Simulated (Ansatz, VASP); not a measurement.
## Al in VASP and in Ansatz

Contents of INCAR:

```
SYSTEM = Al
PREC = Accurate
ENCUT = 520
EDIFF = 1E-7
ISMEAR = 0
SIGMA = 0.15
LREAL = .FALSE.
LASPH = .TRUE.
NELM = 60
ALGO = Fast
ISIF = 2
LWAVE = .FALSE.
LCHARG = .FALSE.
GGA = PE
IVDW = 12
NBANDS = 14
```

The input KPOINTS:

```
regular mesh
0
G
  18 18 6
  0 0 0
```

POSCAR

```
Al
1.0
    2.7996385367      0.0000000000      0.0000000000
   -1.3998192683      2.4245580942      0.0000000000
    0.0000000000      0.0000000000      9.4916145309
Al
4
Direct
    0.0000000000      0.0000000000      0.0000000000
    0.3333333333      0.6666666667      0.2500000000
    0.0000000000      0.0000000000      0.5000000000
    0.6666666667      0.3333333333      0.7500000000
```

Input for Ansatz:

```yaml
crystal:
  lattice:
    - [2.7996385367, 0.0, 0.0]
    - [-1.3998192683, 2.4245580942, 0.0]
    - [0.0, 0.0, 9.4916145309]
  atoms:
    - { symbol: Al, position: [0.0, 0.0, 0.0] }
    - { symbol: Al, position: [0.3333333333, 0.6666666667, 0.25] }
    - { symbol: Al, position: [0.0, 0.0, 0.5] }
    - { symbol: Al, position: [0.6666666667, 0.3333333333, 0.75] }
basis:
  ecutwfc: 420
kpoints:
  mp_grid: { grid: [18, 18, 6] }
hamiltonian:
  xc: pbe
  dispersion: d3bj
scf:
  occupations: { method: gaussian, width: 0.15 }
output:
  forces: true
  stress: true
  eigenvalues: true
```

Alike in both runs: task single point; functional PBE; dispersion D3(BJ); k mesh 18 × 18 × 6; occupations gaussian, width 0.15 eV; no spin polarisation.

|  | VASP | Ansatz |
| --- | --- | --- |
| version | VASP 6.6.1 | Ansatz 0.2.0 |
| potentials or method | VASP PAW PBE potentials, release 64 (Al), cutoff 520 eV | scalar-relativistic, plane waves, PAW |
| valence electrons in the cell | 12 | 12 |

```csv
,VASP,Ansatz,Ansatz less VASP
gap on the k mesh at the Fermi level (eV),none,none,-
pressure (GPa),-1.2,-1.2,+0.03
"traceless stress, the component that is largest in VASP (GPa)",-1.99,-1.99,-0.006
```

A gap of «none» marks a metal or a gap that the smearing closes.
